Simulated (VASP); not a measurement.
# ZrB (Fm-3m) in VASP: notebook

Runs on ZrB. Level: PBE. Tasks: vibrations by perturbation theory.

Program: VASP 6.6.1. These are calculated values, not measurements. Logs are shortened: lines on timing, memory, paths and dates and some standing lists are left out, and cuts for length are marked.

## 1. The cell of the first run

The structure is cubic, space group Fm-3m (No. 225). Conventional cell: a = 4.874 Å, b = 4.874 Å, c = 4.874 Å, α = 90.00°, β = 90.00°, γ = 90.00°. Zr (site symmetry m-3m) has 6 B at 2.44 Å within 3.2 Å. Within 3.2 Å of B (site symmetry m-3m) lie 6 Zr at 2.44 Å.

## 2. Vibrations by perturbation theory, PBE (phonons at volume x 0.98)

INCAR

```
  ALGO = Normal
  EDIFF = 1E-8
  ENCUT = 520
  GGA = PE
  IBRION = 8
  ISIF = 2
  ISMEAR = -1
  LASPH = True
  LCHARG = False
  LREAL = False
  LWAVE = False
  NELM = 80
  NSW = 1
  PREC = Accurate
  SIGMA = 0.15
```

KPOINTS

```
k-points
0
Gamma
  14 14 14
```

POSCAR

```
ZrB
1.0
    0.0000000000      2.4367895620      2.4367895620
    2.4367895620      0.0000000000      2.4367895620
    2.4367895620      2.4367895620      0.0000000000
Zr B
1 1
Direct
    0.0000000000      0.0000000000      0.0000000000
    0.5000000000      0.5000000000      0.5000000000
```

Potentials or basis: VASP PAW PBE potentials, release 64 (Zr_sv, B).

Started as:

```
cat potpaw_PBE.64/Zr_sv/POTCAR potpaw_PBE.64/B/POTCAR > POTCAR
mpirun -np 1 vasp_std > vasp.out
```

OUTCAR:

```text
EDIFF = 1E-8
   ENCUT = 520
   GGA = PE
   IBRION = 8
   ISIF = 2
   ISMEAR = -1
   LASPH = True
   LREAL = False
   NELM = 80
   NSW = 1
   PREC = Accurate

 ion  position               nearest neighbor table
   1  0.000  0.000  0.000-   2 2.44   2 2.44   2 2.44   2 2.44   2 2.44   2 2.44
   2  0.500  0.500  0.500-   1 2.44   1 2.44   1 2.44   1 2.44   1 2.44   1 2.44

  LATTYP: Found a face centered cubic cell.
 ALAT       =     4.8735791240

  Lattice vectors:

 A1 = (   0.0000000000,   2.4367895620,   2.4367895620)
 A2 = (   2.4367895620,   0.0000000000,   2.4367895620)
 A3 = (   2.4367895620,   2.4367895620,   0.0000000000)

Analysis of symmetry for initial positions (statically):
=====================================================================
 Subroutine PRICEL returns:
 Original cell was already a primitive cell.

 Routine SETGRP: Setting up the symmetry group for a
 face centered cubic supercell.

 Subroutine GETGRP returns: Found 48 space group operations
 (whereof 48 operations were pure point group operations)
 out of a pool of 48 trial point group operations.

The static configuration has the point symmetry O_h .

Analysis of symmetry for dynamics (positions and initial velocities):
=====================================================================
 Subroutine PRICEL returns:
 Original cell was already a primitive cell.

 Routine SETGRP: Setting up the symmetry group for a
 face centered cubic supercell.

 Subroutine GETGRP returns: Found 48 space group operations
 (whereof 48 operations were pure point group operations)
 out of a pool of 48 trial point group operations.

The dynamic configuration has the point symmetry O_h .

 Subroutine INISYM returns: Found 48 space group operations
 (whereof 48 operations are pure point group operations),
 and found     1 'primitive' translations

----------------------------------------------------------------------------------------

                                     Primitive cell

  volume of cell :      28.9390

  direct lattice vectors                    reciprocal lattice vectors
     0.000000000  2.436789562  2.436789562    -0.205188010  0.205188010  0.205188010
     2.436789562  0.000000000  2.436789562     0.205188010 -0.205188010  0.205188010
     2.436789562  2.436789562  0.000000000     0.205188010  0.205188010 -0.205188010

  length of vectors
     3.446140847  3.446140847  3.446140847     0.355396058  0.355396058  0.355396058

  position of ions in fractional coordinates (direct lattice)
     0.000000000  0.000000000  0.000000000
     0.500000000  0.500000000  0.500000000

  ion indices of the primitive-cell ions
   primitive index   ion index
                 1           1
                 2           2

----------------------------------------------------------------------------------------

 KPOINTS: k-points

Automatic generation of k-mesh.
 Grid dimensions read from file:
 generate k-points for:   14   14   14

 Generating k-lattice:

  Cartesian coordinates                     Fractional coordinates (reciprocal lattice)
    -0.014656286  0.014656286  0.014656286     0.071428571  0.000000000  0.000000000
     0.014656286 -0.014656286  0.014656286     0.000000000  0.071428571  0.000000000
     0.014656286  0.014656286 -0.014656286     0.000000000  0.000000000  0.071428571

  Length of vectors
     0.025385433  0.025385433  0.025385433

  Shift w.r.t. Gamma in fractional coordinates (k-lattice)
     0.000000000  0.000000000  0.000000000

 Subroutine IBZKPT returns following result:
 ===========================================

 Found    104 irreducible k-points:

 Following reciprocal coordinates:
[... 74 lines left out ...]
   LRPA    =     F    only Hartree local field effects (RPA)
 non-spin polarized calculation
  energy-cutoff  :      520.00
  volume of cell :       28.94
 maximum number of plane-waves:       795
 NGX is ok and might be reduce to    28
   NGX = 13   NGY = 13   NGZ = 13

--------------------------------------- Ionic step        1  -------------------------------------------

 number of electron      15.0000000 magnetization

 Free energy of the ion-electron system (eV)
  ---------------------------------------------------
  ext. energy  EPLUGINS =         0.00000000
  ---------------------------------------------------
  free energy    TOTEN  =       -16.04265440 eV

  energy without entropy =      -15.95047369  energy(sigma->0) =      -15.99656405

 E-fermi :   7.6658     XC(G=0): -11.5601

 val. band max:        7.6507490323   @ k =   0.5000   0.2857   0.0714
 cond. band min:       7.6742513045   @ k =   0.2857   0.0714   0.0000
 fundamental gap:      0.0235022722
 Fermi energy:         7.6657989602

 k-point     1 :       0.0000    0.0000    0.0000
  band No.  band energies     occupation
      1     -39.7723      2.00000
      2     -17.5919      2.00000
      3     -17.5919      2.00000
      4     -17.5919      2.00000
      5      -0.4521      2.00000
      6       9.3939      0.00002
      7       9.3939      0.00002
      8       9.3939      0.00002
      9      10.8293      0.00000
     10      10.8293      0.00000
     11      11.0980      0.00000
[... 309 lines left out ...]
 k-point    24 :       0.2857    0.1429    0.0000
  band No.  band energies     occupation
      1     -39.7349      2.00000
      2     -17.8793      2.00000
      3     -17.6657      2.00000
      4     -17.6561      2.00000
      5       1.0076      2.00000
      6       6.3375      1.99971
      7       7.4796      1.55162
      8       8.1824      0.06188
      9       9.7152      0.00000
     10      11.5591      0.00000
     11      12.8529      0.00000

 [... further k-points ...]
[... 5 lines left out ...]
  --------------------------------------------------------------------------------------
  -------------------------------------------------------------------------------------
  Total        0.6238574      0.6238574      0.6238574     -0.0000000      0.0000000     -0.0000000
  in kB       34.5391657     34.5391657     34.5391657     -0.0000000      0.0000000     -0.0000000
  external PRESSURE =      34.5391657 kB  Pullay stress =       0.0000000 kB

 VOLUME and BASIS-vectors are now :
 -----------------------------------------------------------------------------
  energy-cutoff  :      520.00
  volume of cell :       28.94
      direct lattice vectors                 reciprocal lattice vectors
     0.000000000  2.436789562  2.436789562    -0.205188010  0.205188010  0.205188010
     2.436789562  0.000000000  2.436789562     0.205188010 -0.205188010  0.205188010
     2.436789562  2.436789562  0.000000000     0.205188010  0.205188010 -0.205188010

 POSITION                                       TOTAL-FORCE (eV/Angst)
 -----------------------------------------------------------------------------------
      0.00000      0.00000      0.00000         0.000000      0.000000      0.000000
      2.43679      2.43679      2.43679         0.000000      0.000000     -0.000000
 -----------------------------------------------------------------------------------
    total drift:                               -0.000000      0.000000      0.000000

  FREE ENERGIE OF THE ION-ELECTRON SYSTEM (eV)
  ---------------------------------------------------
  free  energy   TOTEN  =       -16.0426544010 eV

  energy  without entropy=      -15.9504736948  energy(sigma->0) =      -15.99656405

[... ionic steps 2 to 3 ...]

--------------------------------------- Ionic step        4  -------------------------------------------

------------------------ aborting loop because EDIFF is reached ----------------------------------------

[... ionic steps 5 to 6 ...]

--------------------------------------- Ionic step        7  -------------------------------------------

 Free energy of the ion-electron system (eV)
  ---------------------------------------------------
  ---------------------------------------------------
  free energy    TOTEN  =        -0.04091675 eV

  energy without entropy =       -0.04091674

------------------------ aborting loop because EDIFF is reached ----------------------------------------

 INTERNAL STRAIN TENSOR  FOR ION    2  DIRECTION 1   (eV/Angst):
 -----------------------------------------------------------------------------
     0.01923  0.00000 -0.00000
     0.00000 -0.01284 -0.00000
    -0.00000 -0.00000 -0.01284

 INTERNAL STRAIN TENSOR FOR ION    2 for displacements in x,y,z  (eV/Angst):
          X           Y           Z          XY          YZ          ZX
  --------------------------------------------------------------------------------
  x     0.00000     0.00000     0.00000     0.00000     0.00000     0.00000
  y     0.00000     0.00000     0.00000     0.00000     0.00000     0.00000
  z     0.00000     0.00000     0.00000     0.00000     0.00000     0.00000

 SECOND DERIVATIVES (NOT SYMMETRIZED)
 ------------------------------------
               1X          1Y          1Z          2X          2Y          2Z
  1X    -6.936065    0.000000    0.000000    6.936065    0.000000    0.000000
  1Y     0.000000   -6.936065    0.000000    0.000000    6.936065    0.000000
  1Z     0.000000    0.000000   -6.936065    0.000000    0.000000    6.936065
  2X     6.932612    0.000000    0.000000   -6.932612    0.000000    0.000000
  2Y     0.000000    6.932612    0.000000    0.000000   -6.932612    0.000000
  2Z     0.000000    0.000000    6.932612    0.000000    0.000000   -6.932612

 Eigenvectors and eigenvalues of the dynamical matrix
 ----------------------------------------------------

   1 f  =   13.240297 THz    83.191238 2PiTHz  441.648762 cm-1    54.757443 meV
             X         Y         Z           dx          dy          dz
      0.000000  0.000000  0.000000     0.000000    0.325578    0.000000
      2.436790  2.436790  2.436790     0.000000   -0.945515    0.000000
[... 21 lines left out ...]
   6 f/i=    0.001015 THz     0.006377 2PiTHz    0.033854 cm-1     0.004197 meV
             X         Y         Z           dx          dy          dz
      0.000000  0.000000  0.000000     0.000000   -0.945515    0.000000
      2.436790  2.436790  2.436790     0.000000   -0.325578    0.000000

--------------------------------------------------------------------------------------------------------

 ELASTIC MODULI CONTR FROM IONIC RELAXATION (kBar)
 Direction    XX          YY          ZZ          XY          YZ          ZX
 --------------------------------------------------------------------------------
 XX           0.0000      0.0000      0.0000      0.0000      0.0000      0.0000
 YY           0.0000      0.0000      0.0000      0.0000      0.0000      0.0000
 ZZ           0.0000      0.0000      0.0000      0.0000      0.0000      0.0000
 XY           0.0000      0.0000      0.0000      0.0000      0.0000      0.0000
 YZ           0.0000      0.0000      0.0000      0.0000      0.0000      0.0000
 ZX           0.0000      0.0000      0.0000      0.0000      0.0000      0.0000
 --------------------------------------------------------------------------------
```

It took 6.8 min on 1 thread of Intel Xeon 6975P-C, shared host; peak memory 0.33 GiB.

Results:

- Highest phonon frequency at Γ, LO-TO splitting left out: 442 cm⁻¹

Phonon frequencies in cm⁻¹ (negative: imaginary):
```
              q point        frequencies
(0.000, 0.000, 0.000)  0 0 0 442 442 442
```

Caveat: the cell differs from its parent crystal (phonons at volume x 0.98); the cell wasn't relaxed at this level first, which shifts response properties.

## 3. Vibrations by perturbation theory, PBE

This run uses another cell than the first one, of 14.76 Å³/atom, 1.020 times its volume.

INCAR

```
ALGO = Normal ; EDIFF = 1E-8
ENCUT = 520 ; GGA = PE
IBRION = 8 ; ISIF = 2
ISMEAR = -1 ; LASPH = T
LCHARG = F ; LREAL = F
LWAVE = F ; NELM = 100
NSW = 1 ; PREC = Accurate
SIGMA = 0.15
```

KPOINTS is that of step 2.

POSCAR

```
ZrB
1.0
    0.0000000000      2.4532548557      2.4532548557
    2.4532548557      0.0000000000      2.4532548557
    2.4532548557      2.4532548557      0.0000000000
Zr B
1 1
Direct
    0.0000000000      0.0000000000      0.0000000000
    0.5000000000      0.5000000000      0.5000000000
```

Potentials or basis: VASP PAW PBE potentials, release 64 (Zr_sv, B).

Started as:

```
cat potpaw_PBE.64/Zr_sv/POTCAR potpaw_PBE.64/B/POTCAR > POTCAR
mpirun -np 1 vasp_std > vasp.out
```

OUTCAR:

```text
EDIFF = 1E-8
   ENCUT = 520
   GGA = PE
   IBRION = 8
   ISIF = 2
   ISMEAR = -1
   LASPH = T
   LREAL = F
   NELM = 100
   NSW = 1
   PREC = Accurate

 ion  position               nearest neighbor table
   1  0.000  0.000  0.000-   2 2.45   2 2.45   2 2.45   2 2.45   2 2.45   2 2.45
   2  0.500  0.500  0.500-   1 2.45   1 2.45   1 2.45   1 2.45   1 2.45   1 2.45

  LATTYP: Found a face centered cubic cell.
 ALAT       =     4.9065097114

  Lattice vectors:

 A1 = (   0.0000000000,   2.4532548557,   2.4532548557)
 A2 = (   2.4532548557,   0.0000000000,   2.4532548557)
 A3 = (   2.4532548557,   2.4532548557,   0.0000000000)

Analysis of symmetry for initial positions (statically):
=====================================================================
 Subroutine PRICEL returns:
 Original cell was already a primitive cell.

 Routine SETGRP: Setting up the symmetry group for a
 face centered cubic supercell.

 Subroutine GETGRP returns: Found 48 space group operations
 (whereof 48 operations were pure point group operations)
 out of a pool of 48 trial point group operations.

The static configuration has the point symmetry O_h .

Analysis of symmetry for dynamics (positions and initial velocities):
=====================================================================
 Subroutine PRICEL returns:
 Original cell was already a primitive cell.

 Routine SETGRP: Setting up the symmetry group for a
 face centered cubic supercell.

 Subroutine GETGRP returns: Found 48 space group operations
 (whereof 48 operations were pure point group operations)
[... 521 lines left out ...]
    total drift:                               -0.000000      0.000000      0.000000

  FREE ENERGIE OF THE ION-ELECTRON SYSTEM (eV)
  ---------------------------------------------------
  free  energy   TOTEN  =       -16.0494558996 eV

  energy  without entropy=      -15.9555100041  energy(sigma->0) =      -16.00248295

[... ionic steps 2 to 3 ...]

--------------------------------------- Ionic step        4  -------------------------------------------

------------------------ aborting loop because EDIFF is reached ----------------------------------------

[... ionic steps 5 to 6 ...]

--------------------------------------- Ionic step        7  -------------------------------------------

 Free energy of the ion-electron system (eV)
  ---------------------------------------------------
  ---------------------------------------------------
  free energy    TOTEN  =        -0.04067243 eV

  energy without entropy =       -0.04067243

------------------------ aborting loop because EDIFF is reached ----------------------------------------

 INTERNAL STRAIN TENSOR  FOR ION    2  DIRECTION 1   (eV/Angst):
 -----------------------------------------------------------------------------
     0.01747  0.00000 -0.00000
    -0.00000 -0.01190  0.00000
     0.00000  0.00000 -0.01190

 INTERNAL STRAIN TENSOR FOR ION    2 for displacements in x,y,z  (eV/Angst):
          X           Y           Z          XY          YZ          ZX
  --------------------------------------------------------------------------------
  x     0.00000     0.00000     0.00000     0.00000     0.00000     0.00000
  y     0.00000     0.00000     0.00000     0.00000     0.00000     0.00000
  z     0.00000     0.00000     0.00000     0.00000     0.00000     0.00000

 SECOND DERIVATIVES (NOT SYMMETRIZED)
 ------------------------------------
               1X          1Y          1Z          2X          2Y          2Z
  1X    -6.520217    0.000000    0.000000    6.520217    0.000000    0.000000
  1Y     0.000000   -6.520217    0.000000    0.000000    6.520217    0.000000
  1Z     0.000000    0.000000   -6.520217    0.000000    0.000000    6.520217
  2X     6.513884    0.000000    0.000000   -6.513884    0.000000    0.000000
  2Y     0.000000    6.513884    0.000000    0.000000   -6.513884    0.000000
  2Z     0.000000    0.000000    6.513884    0.000000    0.000000   -6.513884

 Eigenvectors and eigenvalues of the dynamical matrix
 ----------------------------------------------------

   1 f  =   12.834537 THz    80.641775 2PiTHz  428.114075 cm-1    53.079356 meV
             X         Y         Z           dx          dy          dz
      0.000000  0.000000  0.000000     0.000000    0.325647    0.000000
      2.453255  2.453255  2.453255     0.000000   -0.945491    0.000000
[... 21 lines left out ...]
   6 f/i=    0.001920 THz     0.012064 2PiTHz    0.064046 cm-1     0.007941 meV
             X         Y         Z           dx          dy          dz
      0.000000  0.000000  0.000000     0.000000   -0.945491    0.000000
      2.453255  2.453255  2.453255     0.000000   -0.325647    0.000000

--------------------------------------------------------------------------------------------------------

 ELASTIC MODULI CONTR FROM IONIC RELAXATION (kBar)
 Direction    XX          YY          ZZ          XY          YZ          ZX
 --------------------------------------------------------------------------------
 XX           0.0000      0.0000      0.0000      0.0000      0.0000      0.0000
 YY           0.0000      0.0000      0.0000      0.0000      0.0000      0.0000
 ZZ           0.0000      0.0000      0.0000      0.0000      0.0000      0.0000
 XY           0.0000      0.0000      0.0000      0.0000      0.0000      0.0000
 YZ           0.0000      0.0000      0.0000      0.0000      0.0000      0.0000
 ZX           0.0000      0.0000      0.0000      0.0000      0.0000      0.0000
 --------------------------------------------------------------------------------
```

OSZICAR:

```text
N       E                     dE             d eps       ncg     rms          rms(c)
DAV:   1     0.988946870988E+02    0.98895E+02   -0.80546E+03  2296   0.130E+03
DAV:   2    -0.132968718856E+02   -0.11219E+03   -0.10811E+03  2552   0.327E+02
DAV:   3    -0.177469756466E+02   -0.44501E+01   -0.43214E+01  3362   0.583E+01
DAV:   4    -0.179515819644E+02   -0.20461E+00   -0.20418E+00  3091   0.115E+01
[... 63 lines left out ...]
RMM:  11    -0.406724449148E-01   -0.37455E-07   -0.16157E-07 13009   0.374E-04    0.970E-06
RMM:  12    -0.406724623660E-01   -0.17451E-07   -0.29614E-07 12866   0.205E-04    0.684E-06
RMM:  13    -0.406724321344E-01    0.30232E-07   -0.51845E-08 12729   0.113E-04    0.618E-06
RMM:  14    -0.406724318547E-01    0.27969E-09   -0.82900E-08 13116   0.642E-05    0.475E-06
 Linear response finished
```

It took 8.4 min on 1 thread of Intel Xeon 6975P-C, shared host; peak memory 0.34 GiB.

Results:

```yaml
Highest_phonon_frequency_at_Γ_LO-TO_splitting_left_out: 428 cm⁻¹
```

Phonon frequencies in cm⁻¹ (negative: imaginary):
| q point | frequencies |
| --- | --- |
| (0.000, 0.000, 0.000) | 0 0 0 428 428 428 |
